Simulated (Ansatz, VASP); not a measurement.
One calculation of SnTe, two programs

```xyz
2
Lattice="0.0000 3.0865 3.0865 3.0865 0.0000 3.0865 3.0865 3.0865 0.0000" Properties=species:S:1:pos:R:3 pbc="T T T"
Te    3.0865    3.0865    3.0865
Sn    0.0000    0.0000    0.0000
```

Alike in both runs: task single point; functional RPBE; k mesh 7 × 7 × 7; occupations fermi-dirac, width 0.05 eV; no spin polarisation.

|  | VASP | Ansatz |
| --- | --- | --- |
| version | VASP 6.6.1 | Ansatz 0.2.0 |
| potentials or method | VASP PAW PBE potentials, release 64 (Te, Sn_d) | Ansatz PAW |
| plane-wave cutoff (eV) | 520 | 420 |
| valence electrons in the cell | 20 | 30 |

```csv
,VASP,Ansatz,Ansatz less VASP
pressure (GPa),7.2,7.3,+0.03
```

VASP's potentials were made for PBE, not for RPBE. VASP's potentials hold 20 valence electrons a cell and Ansatz's 30, so a difference there can come from the potentials and not from the codes.

Neither program's run includes spin-orbit coupling.
